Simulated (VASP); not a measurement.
Here is a VASP 6.6.1 calculation.

Contents of INCAR:

```
SYSTEM = AgCl
PREC = Accurate
ENCUT = 520
EDIFF = 1E-7
ISMEAR = 0
SIGMA = 0.05
LREAL = .FALSE.
LASPH = .TRUE.
NELM = 60
ALGO = Normal
ISIF = 2
LWAVE = .FALSE.
LCHARG = .FALSE.
GGA = PS
NBANDS = 16
```

KPOINTS

```
Automatic mesh
0
G
  12 12 12
  0 0 0
```

Contents of POSCAR:

```
AgCl
1.0
    3.3015175441      0.0295567128      0.0295567128
    0.0295567128      3.3015175441      0.0295567128
    0.0295567128      0.0295567128      3.3015175441
Ag Cl
1 1
Direct
    0.0000000000      0.0000000000      0.0000000000
    0.5000000000      0.5000000000      0.5000000000
```

Potentials or basis: VASP PAW PBE potentials, release 64 (Ag, Cl).

The run is started by

```bash
$ cat potpaw_PBE.64/Ag/POTCAR potpaw_PBE.64/Cl/POTCAR > POTCAR
$ mpirun -np 1 vasp_std > vasp.out
```

Estimate the band gap on the k mesh.

0.41 eV, indirect (least direct gap 2.32 eV).

Estimate the pressure.

1.8 GPa.

Stress tensor (GPa, compression positive):
```
1.78 0.20 0.20
0.20 1.78 0.20
0.20 0.20 1.78
```

Caveat: the PAW data sets were made with another functional, which shifts forces and pressure a little. As with any semilocal functional, this PBEsol gap is likely too small.
